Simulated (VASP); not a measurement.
Set up this calculation in VASP 6.6.1, as the native input.

```yaml
Task: single point
Functional: HSE06
Potentials_or_basis: VASP PAW PBE potentials, release 64 (K_sv, I)
Cutoff: 520 eV
k_mesh: 4 × 4 × 4
Occupations: gaussian, width 0.02 eV
Spin: no spin polarisation
Dipole_correction: no
Grid_for_exact_exchange_PRECFOCK: Normal
Further_INCAR_settings: ALGO = Normal; EDIFF = 1e-06; NBANDS = 15
Screening_parameter: 0.2079 1/Å
```

Crystal: KI.

```
K I
1.0
     2.99390   -2.99643    0.00000
     2.99390    2.99643    0.00000
     0.00000    0.00000    4.23848
K I
1 1
Direct
  0.00000 0.00000 0.00000
  0.50000 0.50000 0.50000
```

The input as run:

POSCAR

```
KI
1.0
    2.9939027802     -2.9964268261      0.0000000000
    2.9939027802      2.9964268261      0.0000000000
    0.0000000000      0.0000000000      4.2384759234
K I
1 1
Direct
    0.0000000000      0.0000000000      0.0000000000
    0.5000000000      0.5000000000      0.5000000000
```

INCAR.step1

```
PREC = Accurate
ENCUT = 520
EDIFF = 1E-5
ISMEAR = 0
SIGMA = 0.02
LREAL = F
LASPH = T
NELM = 100
ALGO = Normal
ISIF = 2
LWAVE = T
LCHARG = F
GGA = PE
NBANDS = 15
```

INCAR.step2

```
PREC = Accurate
ENCUT = 520
EDIFF = 1E-6
ISMEAR = 0
SIGMA = 0.02
LREAL = F
LASPH = T
NELM = 100
ALGO = Normal
ISIF = 2
LWAVE = F
LCHARG = F
GGA = PE
LHFCALC = T
HFSCREEN = 0.2079
PRECFOCK = Normal
ISTART = 1
NBANDS = 15
```

KPOINTS

```
Automatic mesh
0
Gamma
  4 4 4
```

Potentials or basis: VASP PAW PBE potentials, release 64 (K_sv, I).

The run is started by

```console
$ cat potpaw_PBE.64/K_sv/POTCAR potpaw_PBE.64/I/POTCAR > POTCAR
$ cp INCAR.step1 INCAR
$ mpirun -np 1 vasp_std > vasp.out
$ cp INCAR.step2 INCAR
$ mpirun -np 1 vasp_std > vasp.out
```

Results of the run:

```yaml
Pressure: 0.9 GPa
Band_gap_on_the_k_mesh: 4.40 eV, indirect (least direct gap 4.82 eV)
```

Caveat: the PAW data sets were made with another functional, which shifts forces and pressure a little; spin-orbit coupling is left out, which moves the levels of the heavy elements.

Wall time 18 min on 1 thread of Oxide Virtual Turin-like Processor (shared host), peak memory 0.27 GiB.
